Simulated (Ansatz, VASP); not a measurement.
# One calculation of Co, two programs

```
Co
1.0
     2.50307    0.00000    0.00000
    -1.25154    2.16772    0.00000
     0.00000    0.00000    8.19467
Co
4
Direct
  0.66667 0.33333 0.75000
  0.00000 0.00000 0.50000
  0.33333 0.66667 0.25000
  0.00000 0.00000 0.00000
```

Alike in both runs: task single point; functional PBEsol; dispersion D4; k mesh 12 × 12 × 4; occupations fermi-dirac, width 0.05 eV; collinear spin.

|  | VASP | Ansatz |
| --- | --- | --- |
| version | VASP 6.6.1 | Ansatz 0.2.0 |
| potentials or method | VASP PAW PBE potentials, release 64 (Co) | Ansatz PAW |
| plane-wave cutoff (eV) | 520 | 420 |
| valence electrons in the cell | 36 | 68 |

```csv
,VASP,Ansatz,Ansatz less VASP
gap on the k mesh at the Fermi level (eV),none,none,-
pressure (GPa),-17.1,-16.5,+0.60
"traceless stress, the component that is largest in VASP (GPa)",-2.32,-2.33,-0.017
net moment per atom (μB),1.67,1.68,+0.008
size of the moment on the site where the two differ most (μB),1.70,1.76,+0.058
```

VASP's potentials were made for PBE, not for PBEsol. Site moments also hang on the region over which each program counts them. A gap of «none» marks a metal or a gap that the smearing closes. VASP's potentials hold 36 valence electrons a cell and Ansatz's 68, so a difference there can come from the potentials and not from the codes.
